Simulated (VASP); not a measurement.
Here is a VASP 6.6.1 calculation.

The input INCAR:

```
SYSTEM = BAs
ALGO = Normal
EDIFF = 1E-6
ENCUT = 500
GGA = PE
GGA_COMPAT = .False.
ISIF = 2
ISMEAR = 0
LASPH = .True.
LCHARG = .False.
LREAL = .False.
LWAVE = .False.
NBANDS = 11
NELM = 120
PREC = Accurate
SIGMA = 0.01
```

File KPOINTS:

```
k-points
0
Gamma
  6 6 6
  0 0 0
```

Contents of POSCAR:

```
BAs
1.0
    0.0000000000      2.3918676074      2.3918676074
    2.3918676074      0.0000000000      2.3918676074
    2.3918676074      2.3918676074      0.0000000000
B As
1 1
Direct
    0.0000000000      0.0000000000      0.0000000000
    0.2500000000      0.2500000000      0.2500000000
```

Potentials or basis: VASP PAW PBE potentials, release 64 (B, As).

Launch:

```console
$ cat potpaw_PBE.64/B/POTCAR potpaw_PBE.64/As/POTCAR > POTCAR
$ mpirun -np 1 vasp_std > vasp.out
```

(1) Predict the pressure.

(2) Estimate the band gap on the k mesh.

Answers

(1) 2.9 GPa.

(2) 1.28 eV, indirect (least direct gap 3.27 eV).
